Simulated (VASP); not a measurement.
# SiC in VASP: single point with PBE

Aim: the single point of SiC with PBE.

Everything below comes from runs of VASP 6.6.1. Logs are shortened: lines on timing, memory, paths and dates and some standing lists are left out, and cuts for length are marked.

### 1 The cell of the first run

The cell holds a sheet with vacuum, 2 atoms: a = 3.118 Å, b = 3.118 Å, c = 16.000 Å, α = 90.00°, β = 90.00°, γ = 120.00°.

### 2 Single point, PBE

Contents of INCAR:

```
  PREC = Accurate
  ENCUT = 520
  EDIFF = 1E-6
  ISMEAR = 0
  SIGMA = 0.03
  LREAL = False
  LASPH = True
  NELM = 120
  ALGO = Normal
  ISIF = 2
  LWAVE = False
  LCHARG = False
  LDIPOL = True
  IDIPOL = 3
  DIPOL = 0.5 0.5 0.500
  GGA = PE
  NBANDS = 11
  GGA_COMPAT = False
  NELMDL = -8
```

Contents of KPOINTS:

```
regular mesh
0
Gamma
  12 12 1
```

Contents of POSCAR:

```
SiC
1.0
    3.1178586894      0.0000000000      0.0000000000
   -1.5589293447      2.7001448304      0.0000000000
    0.0000000000      0.0000000000     16.0000000000
Si C
1 1
Direct
    0.3333333333      0.6666666667      0.5000000000
    0.6666666667      0.3333333333      0.5000000000
```

Potentials or basis: VASP PAW PBE potentials, release 64 (Si, C).

Started as:

```
> cat potpaw_PBE.64/Si/POTCAR potpaw_PBE.64/C/POTCAR > POTCAR
> mpirun -np 1 vasp_std > vasp.out
```

OUTCAR:

```text
PREC = Accurate
   ENCUT = 520
   EDIFF = 1E-6
   ISMEAR = 0
   LREAL = False
   LASPH = True
   NELM = 120
   ISIF = 2
   GGA = PE
   NELMDL = -8

 ion  position               nearest neighbor table
   1  0.333  0.667  0.500-   2 1.80   2 1.80   2 1.80
   2  0.667  0.333  0.500-   1 1.80   1 1.80   1 1.80

  LATTYP: Found a hexagonal cell.
 ALAT       =     3.1178586894
 C/A-ratio  =     5.1317271223

  Lattice vectors:

 A1 = (   3.1178586894,   0.0000000000,   0.0000000000)
 A2 = (  -1.5589293447,   2.7001448304,   0.0000000000)
 A3 = (   0.0000000000,   0.0000000000,  16.0000000000)

Analysis of symmetry for initial positions (statically):
=====================================================================
 Subroutine PRICEL returns:
 Original cell was already a primitive cell.

 Routine SETGRP: Setting up the symmetry group for a
 hexagonal supercell.

 Subroutine GETGRP returns: Found 12 space group operations
 (whereof 12 operations were pure point group operations)
 out of a pool of 24 trial point group operations.

The static configuration has the point symmetry D_3h.

Analysis of symmetry for dynamics (positions and initial velocities):
=====================================================================
 Subroutine PRICEL returns:
 Original cell was already a primitive cell.

 Routine SETGRP: Setting up the symmetry group for a
 hexagonal supercell.

 Subroutine GETGRP returns: Found 12 space group operations
 (whereof 12 operations were pure point group operations)
 out of a pool of 24 trial point group operations.

The dynamic configuration has the point symmetry D_3h.

 Subroutine INISYM returns: Found 12 space group operations
 (whereof 12 operations are pure point group operations),
 and found     1 'primitive' translations

----------------------------------------------------------------------------------------

                                     Primitive cell

  volume of cell :     134.6987

  direct lattice vectors                    reciprocal lattice vectors
     3.117858689  0.000000000  0.000000000     0.320732945  0.185175252  0.000000000
    -1.558929345  2.700144830  0.000000000     0.000000000  0.370350504  0.000000000
     0.000000000  0.000000000 16.000000000     0.000000000  0.000000000  0.062500000

  length of vectors
     3.117858689  3.117858689 16.000000000     0.370350504  0.370350504  0.062500000

  position of ions in fractional coordinates (direct lattice)
     0.333333333  0.666666667  0.500000000
     0.666666667  0.333333333  0.500000000

  ion indices of the primitive-cell ions
   primitive index   ion index
                 1           1
                 2           2

----------------------------------------------------------------------------------------

 KPOINTS: regular mesh

Automatic generation of k-mesh.
 Grid dimensions read from file:
 generate k-points for:   12   12    1

 Generating k-lattice:

  Cartesian coordinates                     Fractional coordinates (reciprocal lattice)
     0.026727745  0.015431271  0.000000000     0.083333333 -0.000000000  0.000000000
     0.000000000  0.030862542  0.000000000     0.000000000  0.083333333  0.000000000
     0.000000000  0.000000000  0.062500000     0.000000000  0.000000000  1.000000000

  Length of vectors
     0.030862542  0.030862542  0.062500000

  Shift w.r.t. Gamma in fractional coordinates (k-lattice)
     0.000000000  0.000000000  0.000000000

 Subroutine IBZKPT returns following result:
 ===========================================

 Found     19 irreducible k-points:

 Following reciprocal coordinates:
            Coordinates               Weight
  0.000000  0.000000  0.000000      1.000000
  0.083333  0.000000  0.000000      6.000000
  0.166667 -0.000000  0.000000      6.000000
  0.250000  0.000000  0.000000      6.000000
  0.333333  0.000000  0.000000      6.000000
  0.416667  0.000000  0.000000      6.000000
[... 11 lines left out ...]
  0.333333  0.250000  0.000000     12.000000
  0.333333  0.333333  0.000000      2.000000
   k-points           NKPTS =     19   k-points in BZ     NKDIM =     19   number of bands    NBANDS=     11
   number of dos      NEDOS =    301   number of ions     NIONS =      2
   total plane-waves  NPLWV =  69120
   dimension x,y,z NGX =    24 NGY =   24 NGZ =  120
   dimension x,y,z NGXF=    48 NGYF=   48 NGZF=  240
   ions per type =               1   1
   NGX,Y,Z   is equivalent  to a cutoff of  12.80, 12.80, 12.47 a.u.
   NGXF,Y,Z  is equivalent  to a cutoff of  25.59, 25.59, 24.94 a.u.
 SYSTEM =  unknown system
   PREC   = accura    normal or accurate (medium, high low for compatibility)
   ISTART =      0    job   : 0-new  1-cont  2-samecut
   ICHARG =      2    charge: 1-file 2-atom 10-const
   ISPIN  =      1    spin polarized calculation?
   LNONCOLLINEAR =      F non collinear calculations
   LSORBIT =      F    spin-orbit coupling
   LASPH  =      T    aspherical Exc in radial PAW
   ENCUT  =  520.0 eV  38.22 Ry    6.18 a.u.   5.80  5.80 29.75*2*pi/ulx,y,z
   NELM   =    120;   NELMIN=  2; NELMDL= -8     # of ELM steps
   EDIFF  = 0.1E-05   stopping-criterion for ELM
   LREAL  =      F    real-space projection
   EDIFFG = 0.1E-04   stopping-criterion for IOM
   NSW    =      0    number of steps for IOM
   IBRION =     -1    ionic relax: 0-MD 1-quasi-New 2-CG
   NFREE  =      0    steps in history (QN), initial steepest desc. (CG)
   ISIF   =      2    stress and relaxation
   ISYM   =      2    0-nonsym 1-usesym 2-fastsym
   POTIM  = 0.5000    time-step for ionic-motion
   TEBEG  =    0.0;   TEEND  =   0.0 temperature during run
   PSTRESS=    0.0 pullay stress
   NELECT =       8.0000    total number of electrons
   NUPDOWN=      -1.0000    fix difference up-down
   EMIN   =  10.00;   EMAX   =-10.00  energy-range for DOS
   EFERMI =   0.00;   METHOD = LEGACY
   ISMEAR =     0;   SIGMA  =   0.03  broadening in eV -4-tet -1-fermi 0-gaus
   EFERMI_NEDOS =   21; number of points for ismear=-14 and -15
   IALGO  =     38    algorithm
   IMIX   =      4    mixing-type and parameters
     AMIX     =   0.40;   BMIX     =  1.00
     AMIX_MAG =   1.60;   BMIX_MAG =  1.00
  volume/ion in A,a.u.               =      67.35       454.50
  Fermi-wavevector in a.u.,A,eV,Ry     =   0.638730  1.207024  5.550843  0.407975
  Thomas-Fermi vector in A             =   1.704168
   LORBIT       =      0    0 simple, 1 ext, 2 COOP (PROOUT), +10 PAW based schemes
   GGA     = PE    functional components
   LHFCALC =     F    Hartree Fock is set to
   AEXX    =    0.0000 exact exchange contribution
   IVDW    =     0    specifies the selected vdW correction
   LEPSILON=     F    determine dielectric tensor
   LRPA    =     F    only Hartree local field effects (RPA)
 non-spin polarized calculation
 Gauss-broadening in eV      SIGMA  =   0.03
  energy-cutoff  :      520.00
  volume of cell :      134.70
 maximum number of plane-waves:      3648
 NGX is ok and might be reduce to    24
   NGX = 11   NGY = 11   NGZ = 59

 number of electron       8.0000001 magnetization

 dipolmoment           0.000000      0.000000      0.000000 electrons x Angstroem

 Free energy of the ion-electron system (eV)
  ---------------------------------------------------
  ext. energy  EPLUGINS =         0.00000000
  ---------------------------------------------------
  free energy    TOTEN  =       -14.04805176 eV

  energy without entropy =      -14.04805176  energy(sigma->0) =      -14.04805176

 E-fermi :  -2.7844     XC(G=0):  -2.6998

 val. band max:       -2.9924651202   @ k =   0.3333   0.3333   0.0000
 cond. band min:      -0.5093469719   @ k =   0.3333   0.3333   0.0000
 fundamental gap:      2.4831181484
 Fermi energy:        -2.7843993291

 k-point     1 :       0.0000    0.0000    0.0000
  band No.  band energies     occupation
      1     -16.5947      2.00000
      2      -6.6995      2.00000
      3      -4.3553      2.00000
      4      -4.3553      2.00000
      5       0.0348      0.00000
      6       1.8008      0.00000
      7       2.1116      0.00000
      8       3.1951      0.00000
      9       3.8975      0.00000
     10       4.3616      0.00000
     11       4.3616      0.00000

 k-point     2 :       0.0833    0.0000    0.0000
  band No.  band energies     occupation
      1     -16.4824      2.00000
      2      -6.5817      2.00000
      3      -4.8584      2.00000
      4      -4.4893      2.00000
      5       0.2302      0.00000
      6       1.9251      0.00000
      7       2.2692      0.00000
      8       3.3536      0.00000
      9       3.9715      0.00000
     10       4.1549      0.00000
     11       4.7179      0.00000

 k-point     3 :       0.1667   -0.0000    0.0000
  band No.  band energies     occupation
      1     -16.1493      2.00000
      2      -6.2322      2.00000
      3      -6.0568      2.00000
      4      -4.8212      2.00000
      5       0.6681      0.00000
      6       2.2640      0.00000
      7       2.6193      0.00000
      8       3.2249      0.00000
      9       3.9923      0.00000
     10       4.4007      0.00000
     11       5.4094      0.00000
[... 197 lines left out ...]
 k-point    18 :       0.3333    0.2500    0.0000
  band No.  band energies     occupation
      1     -13.3491      2.00000
      2     -10.2588      2.00000
      3      -8.1258      2.00000
      4      -3.2575      2.00000
      5      -0.3289      0.00000
      6       3.6230      0.00000
      7       4.2875      0.00000
      8       5.2629      0.00000
      9       6.9501      0.00000
     10       7.2747      0.00000
     11       7.7420      0.00000

 k-point    19 :       0.3333    0.3333    0.0000
  band No.  band energies     occupation
      1     -13.1234      2.00000
      2     -10.2641      2.00000
      3      -8.5899      2.00000
      4      -2.9925      2.00000
      5      -0.5093      0.00000
      6       3.8934      0.00000
      7       4.1106      0.00000
      8       5.7076      0.00000
      9       7.4448      0.00000
     10       8.3892      0.00000
     11       8.4438      0.00000

------------------------ aborting loop because EDIFF is reached ----------------------------------------

 vacuum level on the upper side and lower side of the slab       (xc-potential included)        -0.172        -0.172

  FORCE on cell =-STRESS in cart. coord.  units (eV):
  Direction    XX          YY          ZZ          XY          YZ          ZX
  --------------------------------------------------------------------------------------
  -------------------------------------------------------------------------------------
  Total       -0.8274526     -0.8274526     -0.0056248      0.0000000     -0.0000000     -0.0000000
  in kB       -9.8421559     -9.8421559     -0.0669042      0.0000000     -0.0000000     -0.0000000
  external PRESSURE =      -6.5837387 kB  Pullay stress =       0.0000000 kB

 VOLUME and BASIS-vectors are now :
 -----------------------------------------------------------------------------
  energy-cutoff  :      520.00
  volume of cell :      134.70
      direct lattice vectors                 reciprocal lattice vectors
     3.117858689  0.000000000  0.000000000     0.320732945  0.185175252  0.000000000
    -1.558929345  2.700144830  0.000000000     0.000000000  0.370350504  0.000000000
     0.000000000  0.000000000 16.000000000     0.000000000  0.000000000  0.062500000

 POSITION                                       TOTAL-FORCE (eV/Angst)
 -----------------------------------------------------------------------------------
     -0.00000      1.80010      8.00000        -0.000000      0.000000      0.000000
      1.55893      0.90005      8.00000         0.000000     -0.000000      0.000000
 -----------------------------------------------------------------------------------
    total drift:                               -0.000000      0.000000      0.000000

  FREE ENERGIE OF THE ION-ELECTRON SYSTEM (eV)
  ---------------------------------------------------
  free  energy   TOTEN  =       -14.0480517647 eV

  energy  without entropy=      -14.0480517647  energy(sigma->0) =      -14.04805176

 vacuum level on the upper side and lower side of the slab         1.952         1.952
```

It took 41 s on 1 thread of AMD EPYC 7R43 (Zen 3), shared host; peak memory 0.2 GiB.

Results:

| Property | Result |
| --- | --- |
| Free energy | -14.0481 eV |
| Band gap on the k mesh | 2.48 eV |
